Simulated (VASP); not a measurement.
Input of a VASP 6.6.1 run:

File INCAR:

```
PREC = Accurate
ENCUT = 520
EDIFF = 1E-7
ISMEAR = -1
SIGMA = 0.03
LREAL = False
LASPH = True
NELM = 100
ALGO = Normal
ISIF = 2
LWAVE = False
LCHARG = False
GGA = PE
NBANDS = 11
```

The input KPOINTS:

```
Automatic mesh
0
Gamma
  13 13 13
```

Contents of POSCAR:

```
BN
1.0
    0.0000000000      1.7830713297      1.7830713297
    1.7830713297      0.0000000000      1.7830713297
    1.7830713297      1.7830713297      0.0000000000
B N
1 1
Direct
    0.0000000000      0.0000000000      0.0000000000
    0.7500000000      0.7500000000      0.7500000000
```

Potentials or basis: VASP PAW PBE potentials, release 64 (B, N).

Launch:

```console
$ cat potpaw_PBE.64/B/POTCAR potpaw_PBE.64/N/POTCAR > POTCAR
$ mpirun -np 1 vasp_std > vasp.out
```

Problem. Estimate the pressure.

Solution. 20.2 GPa.

Problem. Predict the band gap on the k mesh.

Solution. 4.58 eV, indirect (least direct gap 9.02 eV).

 A k mesh can miss the band edges.
